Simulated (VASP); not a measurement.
# WS2 in VASP: further runs

The runs below take WS2 through single point, with PBE+D3(BJ).

Program: VASP 6.6.1. These are calculated values, not measurements. Logs are shortened: lines on timing, memory, paths and dates and some standing lists are left out, and cuts for length are marked.

## (1) The cell of the first run

The cell holds a slab with vacuum, 6 atoms: a = 3.160 Å, b = 3.160 Å, c = 23.804 Å, α = 90.00°, β = 90.00°, γ = 120.00°.

## (2) Single point, PBE+D3(BJ)

File INCAR:

```
  PREC = Accurate
  ENCUT = 520
  EDIFF = 1E-6
  ISMEAR = 0
  SIGMA = 0.05
  LREAL = False
  LASPH = True
  NELM = 100
  ALGO = Normal
  ISIF = 2
  LWAVE = False
  LCHARG = False
  LDIPOL = True
  IDIPOL = 3
  DIPOL = 0.5 0.5 0.391
  GGA = PE
  IVDW = 12
  NBANDS = 35
```

File KPOINTS:

```
Automatic mesh
0
Gamma
  9 9 1
```

File POSCAR:

```
WS2
1.0
    3.1595457497      0.0000000000      0.0000000000
   -1.5797728749      2.7362468836      0.0000000000
    0.0000000000      0.0000000000     23.8042575719
S W
4 2
Direct
    0.3333333333      0.6666666667      0.1890418126
    0.3333333333      0.6666666667      0.3214605103
    0.3333333333      0.6666666667      0.4596710800
    0.3333333333      0.6666666667      0.5920897776
    0.6666666667      0.3333333333      0.2552511581
    0.0000000000      1.0000000000      0.5258804254
```

Potentials or basis: VASP PAW PBE potentials, release 64 (S, W_sv).

The run is started by

```sh
$ cat potpaw_PBE.64/S/POTCAR potpaw_PBE.64/W_sv/POTCAR > POTCAR
$ mpirun -np 1 vasp_std > vasp.out
```

OUTCAR:

```text
PREC = Accurate
   ENCUT = 520
   EDIFF = 1E-6
   ISMEAR = 0
   LREAL = False
   LASPH = True
   NELM = 100
   ISIF = 2
   GGA = PE
   IVDW = 12
 IVDW          = 12

 ion  position               nearest neighbor table
   1  0.333  0.667  0.189-   5 2.41   5 2.41   5 2.41
   2  0.333  0.667  0.321-   5 2.41   5 2.41   5 2.41
   3  0.333  0.667  0.460-   6 2.41   6 2.41   6 2.41
   4  0.333  0.667  0.592-   6 2.41   6 2.41   6 2.41
   5  0.667  0.333  0.255-   1 2.41   1 2.41   1 2.41   2 2.41   2 2.41   2 2.41
   6  0.000  0.000  0.526-   3 2.41   3 2.41   3 2.41   4 2.41   4 2.41   4 2.41

  LATTYP: Found a hexagonal cell.
 ALAT       =     3.1595457497
 C/A-ratio  =     7.5340759266

  Lattice vectors:

 A1 = (   3.1595457497,   0.0000000000,   0.0000000000)
 A2 = (  -1.5797728749,   2.7362468836,   0.0000000000)
 A3 = (   0.0000000000,   0.0000000000,  23.8042575719)

Analysis of symmetry for initial positions (statically):
=====================================================================
 Subroutine PRICEL returns:
 Original cell was already a primitive cell.

 Routine SETGRP: Setting up the symmetry group for a
 hexagonal supercell.

 Subroutine GETGRP returns: Found 12 space group operations
 (whereof  6 operations were pure point group operations)
 out of a pool of 24 trial point group operations.

The static configuration has the point symmetry C_3v.
 The point group associated with its full space group is D_3d.

Analysis of symmetry for dynamics (positions and initial velocities):
=====================================================================
 Subroutine PRICEL returns:
 Original cell was already a primitive cell.

 Routine SETGRP: Setting up the symmetry group for a
 hexagonal supercell.

 Subroutine GETGRP returns: Found 12 space group operations
 (whereof  6 operations were pure point group operations)
 out of a pool of 24 trial point group operations.

The dynamic configuration has the point symmetry C_3v.
 The point group associated with its full space group is D_3d.

 Subroutine INISYM returns: Found 12 space group operations
 (whereof  6 operations are pure point group operations),
 and found     1 'primitive' translations

----------------------------------------------------------------------------------------

                                     Primitive cell

  volume of cell :     205.7949

  direct lattice vectors                    reciprocal lattice vectors
     3.159545750  0.000000000  0.000000000     0.316501193  0.182732049  0.000000000
[... 93 lines left out ...]
   NUPDOWN=      -1.0000    fix difference up-down
   EMIN   =  10.00;   EMAX   =-10.00  energy-range for DOS
   EFERMI =   0.00;   METHOD = LEGACY
   ISMEAR =     0;   SIGMA  =   0.05  broadening in eV -4-tet -1-fermi 0-gaus
   EFERMI_NEDOS =   21; number of points for ismear=-14 and -15
   IALGO  =     38    algorithm
   IMIX   =      4    mixing-type and parameters
     AMIX     =   0.40;   BMIX     =  1.00
     AMIX_MAG =   1.60;   BMIX_MAG =  1.00
  volume/ion in A,a.u.               =      34.30       231.46
  Fermi-wavevector in a.u.,A,eV,Ry     =   1.034978  1.955825 14.574279  1.071179
  Thomas-Fermi vector in A             =   2.169299
   LORBIT       =      0    0 simple, 1 ext, 2 COOP (PROOUT), +10 PAW based schemes
   GGA     = PE    functional components
   LHFCALC =     F    Hartree Fock is set to
   AEXX    =    0.0000 exact exchange contribution
   IVDW    =    12    specifies the selected vdW correction
   LEPSILON=     F    determine dielectric tensor
   LRPA    =     F    only Hartree local field effects (RPA)
 non-spin polarized calculation
 Gauss-broadening in eV      SIGMA  =   0.05
  energy-cutoff  :      520.00
  volume of cell :      205.79
 maximum number of plane-waves:      5566
 NGX is ok and might be reduce to    24
   NGX = 11   NGY = 11   NGZ = 89

 dipolmoment           0.000000      0.000000      0.000057 electrons x Angstroem

 number of electron      51.9999994 magnetization

 dipolmoment           0.000000      0.000000     -0.000007 electrons x Angstroem

 Free energy of the ion-electron system (eV)
  ---------------------------------------------------
  ext. energy  EPLUGINS =         0.00000000
  ---------------------------------------------------
  free energy    TOTEN  =       -47.24354824 eV

  energy without entropy =      -47.24354824  energy(sigma->0) =      -47.24354824

 E-fermi :   1.4711     XC(G=0):  -6.1370

 val. band max:        1.1140540704   @ k =   0.0000   0.0000   0.0000
 cond. band min:       2.7238392252   @ k =   0.2222   0.1111   0.0000
 fundamental gap:      1.6097851548
 Fermi energy:         1.4711262437

 k-point     1 :       0.0000    0.0000    0.0000
  band No.  band energies     occupation
      1     -73.1872      2.00000
      2     -73.1872      2.00000
      3     -37.4417      2.00000
      4     -37.4417      2.00000
      5     -37.2636      2.00000
      6     -37.2636      2.00000
[... 445 lines left out ...]
     34       6.6360      0.00000
     35       7.2366      0.00000

------------------------ aborting loop because EDIFF is reached ----------------------------------------

 vacuum level on the upper side and lower side of the slab       (xc-potential included)        -0.196        -0.197

 Edisp (eV)   -2.14063

 E8    (eV) :    -0.9290

  FORCE on cell =-STRESS in cart. coord.  units (eV):
  Direction    XX          YY          ZZ          XY          YZ          ZX
  --------------------------------------------------------------------------------------
  -------------------------------------------------------------------------------------
  Total      -0.24050    -0.24050     0.25778     0.00000     0.00000    -0.00000
  in kB      -1.87236    -1.87236     2.00688     0.00000     0.00000    -0.00000
  external pressure =       -0.58 kB  Pullay stress =        0.00 kB

 VOLUME and BASIS-vectors are now :
 -----------------------------------------------------------------------------
  energy-cutoff  :      520.00
  volume of cell :      205.79
      direct lattice vectors                 reciprocal lattice vectors
     3.159545750  0.000000000  0.000000000     0.316501193  0.182732049  0.000000000
    -1.579772875  2.736246884  0.000000000     0.000000000  0.365464098  0.000000000
     0.000000000  0.000000000 23.804257572     0.000000000  0.000000000  0.042009292

 POSITION                                       TOTAL-FORCE (eV/Angst)
 -----------------------------------------------------------------------------------
     -0.00000      1.82416      4.50000        -0.000000      0.000000      0.002037
     -0.00000      1.82416      7.65213         0.000000      0.000000     -0.144650
     -0.00000      1.82416     10.94213        -0.000000     -0.000000      0.144650
     -0.00000      1.82416     14.09426         0.000000     -0.000000     -0.002037
      1.57977      0.91208      6.07606        -0.000000      0.000000      0.018700
      0.00000      0.00000     12.51819         0.000000     -0.000000     -0.018700
 -----------------------------------------------------------------------------------
    total drift:                                0.000000     -0.000000     -0.000542

  FREE ENERGIE OF THE ION-ELECTRON SYSTEM (eV)
  ---------------------------------------------------
  free  energy   TOTEN  =       -49.3841794330 eV

  energy  without entropy=      -49.3841794330  energy(sigma->0) =      -49.38417943

 vacuum level on the upper side and lower side of the slab         6.320         6.319
```

stdout:

```text
POSCAR found type information on POSCAR S W
 POSCAR found :  2 types and       6 ions
 scaLAPACK will be used
 LDA part: xc-table for (Slater+PW92), standard interpolation
 POSCAR, INCAR and KPOINTS ok, starting setup
 FFT: planning ... GRIDC
 FFT: planning ... GRID_SOFT
 FFT: planning ... GRID
 WAVECAR not read
 entering main loop
```

Run time: 1.7 min. Hardware: 1 thread of AMD EPYC 9R45 (Zen 5), shared host; peak memory 0.31 GiB.

What came out:

```yaml
Free_energy: -49.3842 eV
Largest_force: 0.145 eV/Å
Band_gap_on_the_k_mesh: 1.61 eV, indirect (least direct gap 1.93 eV)
Dispersion_energy_per_atom: -0.357 eV
```

Forces on the atoms (eV/Å):
```
S    0.000  0.000  0.002
S    0.000  0.000 -0.145
S    0.000  0.000  0.145
S    0.000  0.000 -0.002
W    0.000  0.000  0.019
W    0.000  0.000 -0.019
```

Levels at points of the mesh, in eV from the valence-band top:
```tsv
k point	band 24	band 25	band 26	band 27	band 28	band 29
(0.00, 0.00, 0.00)	-1.86	-0.65	0.00	2.59	2.59	2.65
```

Caveat: spin-orbit coupling is left out, which moves the levels of the heavy elements.

## (3) Single point, PBE+D3(BJ)

File INCAR:

```
PREC = Accurate
ENCUT = 520
EDIFF = 1E-7
ISMEAR = 0
SIGMA = 0.05
LREAL = False
LASPH = True
NELM = 60
ALGO = Normal
ISIF = 2
LWAVE = False
LCHARG = False
LDIPOL = True
IDIPOL = 3
DIPOL = 0.5 0.5 0.391
GGA = PE
IVDW = 12
NBANDS = 35
```

File KPOINTS:

```
regular mesh
0
Gamma
  9 9 1
```

File POSCAR:

```
WS2
1.0
    3.1595457497      0.0000000000      0.0000000000
   -1.5797728749      2.7362468836      0.0000000000
    0.0000000000      0.0000000000     23.8042575719
S W
4 2
Direct
    0.3333333333      0.6666666667      0.1890418126
    0.3333333333      0.6666666667      0.3214605103
    0.6666666667      1.3333333333      0.4596710800
    0.6666666667      1.3333333333      0.5920897776
    0.6666666667      0.3333333333      0.2552511581
    0.3333333333      1.6666666667      0.5258804254
```

Potentials or basis: VASP PAW PBE potentials, release 64 (S, W_sv).

The run is started by

```sh
$ cat potpaw_PBE.64/S/POTCAR potpaw_PBE.64/W_sv/POTCAR > POTCAR
$ mpirun -np 1 vasp_std > vasp.out
```

Wall time 1.9 min (1 thread of AMD EPYC 9R45 (Zen 5), shared host); peak memory 0.3 GiB.

The run converged. Its results:

```yaml
Free_energy: -49.4588 eV
Largest_force: 0.058 eV/Å
Band_gap_on_the_k_mesh: 1.69 eV, indirect (least direct gap 1.89 eV)
Dispersion_energy_per_atom: -0.357 eV
```

Forces in eV/Å, atoms in the order of the input:
```
S    0.000  0.000  0.007
S    0.000  0.000  0.058
S    0.000  0.000 -0.058
S    0.000  0.000 -0.007
W    0.000  0.000  0.046
W    0.000  0.000 -0.046
```

Levels at points of the mesh, in eV from the valence-band top:
| k point | band 22 | band 23 | band 24 | band 25 | band 26 | band 27 | band 28 | band 29 | band 30 | band 31 |
| --- | --- | --- | --- | --- | --- | --- | --- | --- | --- | --- |
| (0.00, 0.00, 0.00) | -1.80 | -1.78 | -1.78 | -0.53 | 0.00 | 2.71 | 2.71 | 2.71 | 2.71 | 2.82 |

Caveat: spin-orbit coupling is left out, which moves the levels of the heavy elements.

(Part 1 of 2 ends here.)
